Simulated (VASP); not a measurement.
# CdS (P6_3mc) in VASP: single point with PBEsol

Aim: the single point of CdS with PBEsol.

All numbers are computed with VASP 6.6.1; they aren't measurements. Logs are shortened: lines on timing, memory, paths and dates and some standing lists are left out, and cuts for length are marked.

**1. The cell of the first run**

It takes space group P6_3mc (No. 186, hexagonal). The conventional cell has a = 4.125 Å, b = 4.125 Å, c = 6.710 Å, α = 90.00°, β = 90.00°, γ = 120.00°. Cd (site symmetry 3m) has 4 S at 2.52 to 2.53 Å within 3.3 Å. Within 3.3 Å of S (site symmetry 3m) lie 4 Cd at 2.52 to 2.53 Å.

**2. Single point, PBEsol**

Contents of INCAR:

```
ALGO = Normal ; EDIFF = 1E-6
ENCUT = 520 ; GGA = PS
ISIF = 2 ; ISMEAR = 0
LASPH = T ; LCHARG = F
LREAL = F ; LWAVE = F
NBANDS = 26 ; NELM = 80
PREC = Accurate ; SIGMA = 0.02
```

Contents of KPOINTS:

```
k-points
0
Gamma
  12 12 6
```

Contents of POSCAR:

```
CdS
1.0
    4.1246369402      0.0000000000      0.0000000000
   -2.0623184701      3.5720403716      0.0000000000
    0.0000000000      0.0000000000      6.7097113227
Cd S
2 2
Direct
    0.6666666667      0.3333333333      0.5001992796
    0.3333333333      0.6666666667      0.0001992796
    0.6666666667      0.3333333333      0.8768007204
    0.3333333333      0.6666666667      0.3768007204
```

Potentials or basis: VASP PAW PBE potentials, release 64 (Cd, S).

Run with:

```
> cat potpaw_PBE.64/Cd/POTCAR potpaw_PBE.64/S/POTCAR > POTCAR
> mpirun -np 1 vasp_std > vasp.out
```

OUTCAR:

```text
EDIFF = 1E-6
   ENCUT = 520
   GGA = PS
   ISIF = 2
   ISMEAR = 0
   LASPH = T
   LREAL = F
   NELM = 80
   PREC = Accurate

 ion  position               nearest neighbor table
   1  0.667  0.333  0.500-   4 2.52   4 2.52   4 2.52   3 2.53
   2  0.333  0.667  0.000-   3 2.52   3 2.52   3 2.52   4 2.53
   3  0.667  0.333  0.877-   2 2.52   2 2.52   2 2.52   1 2.53
   4  0.333  0.667  0.377-   1 2.52   1 2.52   1 2.52   2 2.53

  LATTYP: Found a hexagonal cell.
 ALAT       =     4.1246369402
 C/A-ratio  =     1.6267398610

  Lattice vectors:

 A1 = (   4.1246369402,   0.0000000000,   0.0000000000)
 A2 = (  -2.0623184701,   3.5720403716,   0.0000000000)
 A3 = (   0.0000000000,   0.0000000000,   6.7097113227)

Analysis of symmetry for initial positions (statically):
=====================================================================
 Subroutine PRICEL returns:
 Original cell was already a primitive cell.

 Routine SETGRP: Setting up the symmetry group for a
 hexagonal supercell.

 Subroutine GETGRP returns: Found 12 space group operations
 (whereof  6 operations were pure point group operations)
 out of a pool of 24 trial point group operations.

The static configuration has the point symmetry C_3v.
 The point group associated with its full space group is C_6v.

Analysis of symmetry for dynamics (positions and initial velocities):
=====================================================================
 Subroutine PRICEL returns:
 Original cell was already a primitive cell.

 Routine SETGRP: Setting up the symmetry group for a
 hexagonal supercell.

 Subroutine GETGRP returns: Found 12 space group operations
 (whereof  6 operations were pure point group operations)
 out of a pool of 24 trial point group operations.

The dynamic configuration has the point symmetry C_3v.
 The point group associated with its full space group is C_6v.

 Subroutine INISYM returns: Found 12 space group operations
 (whereof  6 operations are pure point group operations),
 and found     1 'primitive' translations

----------------------------------------------------------------------------------------

                                     Primitive cell

  volume of cell :      98.8567

  direct lattice vectors                    reciprocal lattice vectors
     4.124636940  0.000000000  0.000000000     0.242445581  0.139976022  0.000000000
    -2.062318470  3.572040372  0.000000000     0.000000000  0.279952043  0.000000000
     0.000000000  0.000000000  6.709711323     0.000000000  0.000000000  0.149037708

  length of vectors
     4.124636940  4.124636940  6.709711323     0.279952043  0.279952043  0.149037708

  position of ions in fractional coordinates (direct lattice)
     0.666666667  0.333333333  0.500199280
     0.333333333  0.666666667  0.000199280
     0.666666667  0.333333333  0.876800720
     0.333333333  0.666666667  0.376800720

  ion indices of the primitive-cell ions
   primitive index   ion index
                 1           1
                 2           2
                 3           3
                 4           4

----------------------------------------------------------------------------------------

 KPOINTS: k-points

Automatic generation of k-mesh.
 Grid dimensions read from file:
 generate k-points for:   12   12    6

 Generating k-lattice:

  Cartesian coordinates                     Fractional coordinates (reciprocal lattice)
     0.020203798  0.011664668  0.000000000     0.083333333  0.000000000  0.000000000
     0.000000000  0.023329337  0.000000000     0.000000000  0.083333333  0.000000000
     0.000000000  0.000000000  0.024839618     0.000000000  0.000000000  0.166666667

  Length of vectors
     0.023329337  0.023329337  0.024839618

  Shift w.r.t. Gamma in fractional coordinates (k-lattice)
     0.000000000  0.000000000  0.000000000

 Subroutine IBZKPT returns following result:
 ===========================================

 Found     76 irreducible k-points:

 Following reciprocal coordinates:
            Coordinates               Weight
  0.000000  0.000000  0.000000      1.000000
  0.083333 -0.000000  0.000000      6.000000
  0.166667 -0.000000  0.000000      6.000000
  0.250000 -0.000000  0.000000      6.000000
  0.333333  0.000000  0.000000      6.000000
  0.416667 -0.000000  0.000000      6.000000
[... 16 lines left out ...]
  0.250000 -0.000000  0.166667     12.000000
  0.333333  0.000000  0.166667     12.000000
 [... further k-points ...]
   k-points           NKPTS =     76   k-points in BZ     NKDIM =     76   number of bands    NBANDS=     26
   number of dos      NEDOS =    301   number of ions     NIONS =      4
   total plane-waves  NPLWV =  51200
   dimension x,y,z NGX =    32 NGY =   32 NGZ =   50
   dimension x,y,z NGXF=    64 NGYF=   64 NGZF=  100
   ions per type =               2   2
   NGX,Y,Z   is equivalent  to a cutoff of  12.90, 12.90, 12.39 a.u.
   NGXF,Y,Z  is equivalent  to a cutoff of  25.80, 25.80, 24.78 a.u.
 SYSTEM =  unknown system
   PREC   = accura    normal or accurate (medium, high low for compatibility)
   ISTART =      0    job   : 0-new  1-cont  2-samecut
   ICHARG =      2    charge: 1-file 2-atom 10-const
   ISPIN  =      1    spin polarized calculation?
   LNONCOLLINEAR =      F non collinear calculations
   LSORBIT =      F    spin-orbit coupling
   LASPH  =      T    aspherical Exc in radial PAW
   ENCUT  =  520.0 eV  38.22 Ry    6.18 a.u.   7.67  7.67 12.48*2*pi/ulx,y,z
   NELM   =     80;   NELMIN=  2; NELMDL= -5     # of ELM steps
   EDIFF  = 0.1E-05   stopping-criterion for ELM
   LREAL  =      F    real-space projection
   EDIFFG = 0.1E-04   stopping-criterion for IOM
   NSW    =      0    number of steps for IOM
   IBRION =     -1    ionic relax: 0-MD 1-quasi-New 2-CG
   NFREE  =      0    steps in history (QN), initial steepest desc. (CG)
   ISIF   =      2    stress and relaxation
   ISYM   =      2    0-nonsym 1-usesym 2-fastsym
   POTIM  = 0.5000    time-step for ionic-motion
   TEBEG  =    0.0;   TEEND  =   0.0 temperature during run
   PSTRESS=    0.0 pullay stress
   NELECT =      36.0000    total number of electrons
   NUPDOWN=      -1.0000    fix difference up-down
   EMIN   =  10.00;   EMAX   =-10.00  energy-range for DOS
   EFERMI =   0.00;   METHOD = LEGACY
   ISMEAR =     0;   SIGMA  =   0.02  broadening in eV -4-tet -1-fermi 0-gaus
   EFERMI_NEDOS =   21; number of points for ismear=-14 and -15
   IALGO  =     38    algorithm
   IMIX   =      4    mixing-type and parameters
     AMIX     =   0.40;   BMIX     =  1.00
     AMIX_MAG =   1.60;   BMIX_MAG =  1.00
  volume/ion in A,a.u.               =      24.71       166.78
  Fermi-wavevector in a.u.,A,eV,Ry     =   1.169070  2.209221 18.595404  1.366724
  Thomas-Fermi vector in A             =   2.305547
   LORBIT       =      0    0 simple, 1 ext, 2 COOP (PROOUT), +10 PAW based schemes
   GGA     = PS    functional components
   LHFCALC =     F    Hartree Fock is set to
   AEXX    =    0.0000 exact exchange contribution
   IVDW    =     0    specifies the selected vdW correction
   LEPSILON=     F    determine dielectric tensor
   LRPA    =     F    only Hartree local field effects (RPA)
 non-spin polarized calculation
 Gauss-broadening in eV      SIGMA  =   0.02
  energy-cutoff  :      520.00
  volume of cell :       98.86
 maximum number of plane-waves:      2695
 NGX is ok and might be reduce to    32
   NGX = 15   NGY = 15   NGZ = 25

 number of electron      35.9999994 magnetization

 Free energy of the ion-electron system (eV)
  ---------------------------------------------------
  ext. energy  EPLUGINS =         0.00000000
  ---------------------------------------------------
  free energy    TOTEN  =       -13.63312390 eV

  energy without entropy =      -13.63312390  energy(sigma->0) =      -13.63312390

 E-fermi :   1.3746     XC(G=0):  -9.3885

 val. band max:        1.2421525756   @ k =   0.0000   0.0000   0.0000
 cond. band min:       2.3389220375   @ k =   0.0000   0.0000   0.0000
 fundamental gap:      1.0967694619
 Fermi energy:         1.3745521867

 k-point     1 :       0.0000    0.0000    0.0000
  band No.  band energies     occupation
      1     -11.1695      2.00000
      2     -10.7201      2.00000
      3      -6.4796      2.00000
      4      -6.4729      2.00000
      5      -6.4729      2.00000
      6      -6.3867      2.00000
[... 18 lines left out ...]
     25       8.7457      0.00000
     26       8.8386      0.00000

 k-point     2 :       0.0833   -0.0000    0.0000
  band No.  band energies     occupation
      1     -11.1434      2.00000
      2     -10.7084      2.00000
      3      -6.4734      2.00000
      4      -6.4620      2.00000
      5      -6.4530      2.00000
      6      -6.3751      2.00000
[... 18 lines left out ...]
     25       8.7739      0.00000
     26       8.9015      0.00000

 k-point     3 :       0.1667   -0.0000    0.0000
  band No.  band energies     occupation
      1     -11.0708      2.00000
      2     -10.6776      2.00000
      3      -6.4480      2.00000
      4      -6.4340      2.00000
      5      -6.4016      2.00000
      6      -6.3378      2.00000
[... 18 lines left out ...]
     25       8.6791      0.00000
     26       9.3317      0.00000

 k-point     4 :       0.2500   -0.0000    0.0000
  band No.  band energies     occupation
      1     -10.9676      2.00000
      2     -10.6390      2.00000
      3      -6.4167      2.00000
      4      -6.4008      2.00000
      5      -6.3219      2.00000
      6      -6.2738      2.00000
[... 18 lines left out ...]
     25       9.1569      0.00000
     26       9.6299      0.00000

 k-point     5 :       0.3333    0.0000    0.0000
  band No.  band energies     occupation
      1     -10.8573      2.00000
      2     -10.6068      2.00000
      3      -6.3928      2.00000
      4      -6.3748      2.00000
      5      -6.2511      2.00000
      6      -6.2177      2.00000
[... 18 lines left out ...]
     25       9.4479      0.00000
     26      10.0188      0.00000

 k-point     6 :       0.4167   -0.0000    0.0000
  band No.  band energies     occupation
      1     -10.7678      2.00000
      2     -10.5917      2.00000
      3      -6.3807      2.00000
      4      -6.3608      2.00000
      5      -6.1982      2.00000
      6      -6.1781      2.00000
[... 427 lines left out ...]
 k-point    21 :       0.0833   -0.0000    0.1667
  band No.  band energies     occupation
      1     -11.1135      2.00000
      2     -10.7361      2.00000
      3      -6.4627      2.00000
      4      -6.4576      2.00000
      5      -6.4418      2.00000
      6      -6.3826      2.00000
[... 18 lines left out ...]
     25       8.7550      0.00000
     26       8.7928      0.00000

 k-point    22 :       0.1667   -0.0000    0.1667
  band No.  band energies     occupation
      1     -11.0433      2.00000
      2     -10.7021      2.00000
      3      -6.4390      2.00000
      4      -6.4284      2.00000
      5      -6.3930      2.00000
      6      -6.3433      2.00000
[... 18 lines left out ...]
     25       8.8355      0.00000
     26       9.1793      0.00000

 k-point    23 :       0.2500   -0.0000    0.1667
  band No.  band energies     occupation
      1     -10.9438      2.00000
      2     -10.6587      2.00000
      3      -6.4113      2.00000
      4      -6.3929      2.00000
      5      -6.3255      2.00000
      6      -6.2828      2.00000
[... 18 lines left out ...]
     25       9.0280      0.00000
     26       9.7936      0.00000

 k-point    24 :       0.3333    0.0000    0.1667
  band No.  band energies     occupation
      1     -10.8383      2.00000
      2     -10.6209      2.00000
      3      -6.3911      2.00000
      4      -6.3641      2.00000
      5      -6.2673      2.00000
      6      -6.2277      2.00000
[... 18 lines left out ...]
     25       9.2442      0.00000
     26      10.2012      0.00000

 [... further k-points ...]
[... 5 lines left out ...]
  --------------------------------------------------------------------------------------
  -------------------------------------------------------------------------------------
  Total        0.2299180      0.2299180      0.2373282      0.0000000      0.0000000      0.0000000
  in kB        3.7262991      3.7262991      3.8463961      0.0000000      0.0000000      0.0000000
  external PRESSURE =       3.7663315 kB  Pullay stress =       0.0000000 kB

 VOLUME and BASIS-vectors are now :
 -----------------------------------------------------------------------------
  energy-cutoff  :      520.00
  volume of cell :       98.86
      direct lattice vectors                 reciprocal lattice vectors
     4.124636940  0.000000000  0.000000000     0.242445581  0.139976022  0.000000000
    -2.062318470  3.572040372  0.000000000     0.000000000  0.279952043  0.000000000
     0.000000000  0.000000000  6.709711323     0.000000000  0.000000000  0.149037708

 POSITION                                       TOTAL-FORCE (eV/Angst)
 -----------------------------------------------------------------------------------
      2.06232      1.19068      3.35619         0.000000      0.000000      0.001393
     -0.00000      2.38136      0.00134        -0.000000     -0.000000      0.001393
      2.06232      1.19068      5.88308         0.000000      0.000000     -0.001393
     -0.00000      2.38136      2.52822         0.000000     -0.000000     -0.001393
 -----------------------------------------------------------------------------------
    total drift:                               -0.000000     -0.000000      0.000115

  FREE ENERGIE OF THE ION-ELECTRON SYSTEM (eV)
  ---------------------------------------------------
  free  energy   TOTEN  =       -13.6331238975 eV

  energy  without entropy=      -13.6331238975  energy(sigma->0) =      -13.63312390
```

It took 1.8 min on 1 thread of Intel Xeon Platinum 8375C at 2.90GHz (Ice Lake), shared host; peak memory 0.32 GiB.

What came out:

- Free energy: -13.6331 eV
- Pressure: 0.4 GPa
- Band gap on the k mesh: 1.10 eV

Caveat: the PAW data sets were made with another functional, which shifts forces and pressure a little.
